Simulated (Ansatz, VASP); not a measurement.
## One calculation of Pd, two programs

File INCAR:

```
PREC = Accurate ; ENCUT = 520
EDIFF = 1E-6 ; ISMEAR = -1
SIGMA = 0.08 ; LREAL = F
LASPH = T ; NELM = 60
ALGO = Normal ; ISIF = 2
LWAVE = F ; LCHARG = F
GGA = PE ; NBANDS = 17
```

KPOINTS

```
regular mesh
0
Gamma
  12 12 12
```

The input POSCAR:

```
Pd
1.0
    0.0000000000      2.1408649783      2.1408649783
    2.1408649783      0.0000000000      2.1408649783
    2.1408649783      2.1408649783      0.0000000000
Pd
2
Direct
   -0.1250000000     -0.1250000000     -0.1250000000
    0.1250000000      0.1250000000      0.1250000000
```

Input for Ansatz:

```yaml
crystal:
  lattice:
    - [0.0, 2.1408649783, 2.1408649783]
    - [2.1408649783, 0.0, 2.1408649783]
    - [2.1408649783, 2.1408649783, 0.0]
  atoms:
    - { symbol: Pd, position: [-0.125, -0.125, -0.125] }
    - { symbol: Pd, position: [0.125, 0.125, 0.125] }
kpoints:
  mp_grid: { grid: [12, 12, 12] }
scf:
  occupations: { method: fermi_dirac, width: 0.08 }
hamiltonian:
  xc: pbe
  pseudopotentials: { kind: nc }
output:
  forces: true
  stress: true
  eigenvalues: true
```

Change from the starting cell: volume scaled by 0.4, norm-conserving files.

Alike in both runs: task single point; functional PBE; k mesh 12 × 12 × 12; occupations fermi-dirac, width 0.08 eV; no spin polarisation.

```csv
,VASP,Ansatz
version,VASP 6.6.1,Ansatz 0.2.0
potentials or method,"VASP PAW PBE potentials, release 64 (Pd)","norm-conserving pseudopotentials, scalar-relativistic"
plane-wave cutoff (eV),520,1116
valence electrons in the cell,20,36
```

Ansatz gave:

```
pressure (GPa) : 632.1
```

Task: Which values does VASP return?

Result: Pressure (GPa): 503.7.

The pressures are high and differ by over a tenth, so treat them with care. VASP's potentials hold 20 valence electrons a cell and Ansatz's 36, so a difference there can come from the potentials and not from the codes.

Noted on VASP's run: the cell as given lies far from equilibrium.
